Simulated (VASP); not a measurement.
A run of VASP 6.6.1:

Contents of INCAR:

```
PREC = Accurate ; ENCUT = 520
EDIFF = 1E-8 ; ISMEAR = 0
SIGMA = 0.01 ; LREAL = False
LASPH = True ; NELM = 80
ALGO = Normal ; ISIF = 2
LWAVE = False ; LCHARG = False
GGA = PS ; IBRION = 8
NSW = 1
```

The input KPOINTS:

```
Automatic mesh
0
Gamma
  6 6 6
```

Contents of POSCAR:

```
KBr
1.0
    3.5241931964      3.5241931964      0.0000000000
   -3.5241931964      3.5241931964      0.0000000000
    0.0000000000      3.5241931964      3.5241931964
K Br
1 1
Direct
    0.0000000000      0.0000000000      0.0000000000
    0.5000000000      0.5000000000      0.0000000000
```

Potentials or basis: VASP PAW PBE potentials, release 64 (K_sv, Br).

Command:

```console
$ cat potpaw_PBE.64/K_sv/POTCAR potpaw_PBE.64/Br/POTCAR > POTCAR
$ mpirun -np 1 vasp_std > vasp.out
```

Hardware: 1 thread of Intel(R) Xeon(R) Platinum 8259CL CPU @ 2.50GHz (Skylake/Cascade Lake) (shared host).

Problem. Estimate the wall time of this run.

Solution. Run time: 4.2 min on 1 thread of Intel(R) Xeon(R) Platinum 8259CL CPU @ 2.50GHz (Skylake/Cascade Lake) (shared host), peak memory 0.33 GiB. Counts: scf iterations 48, k points 16.
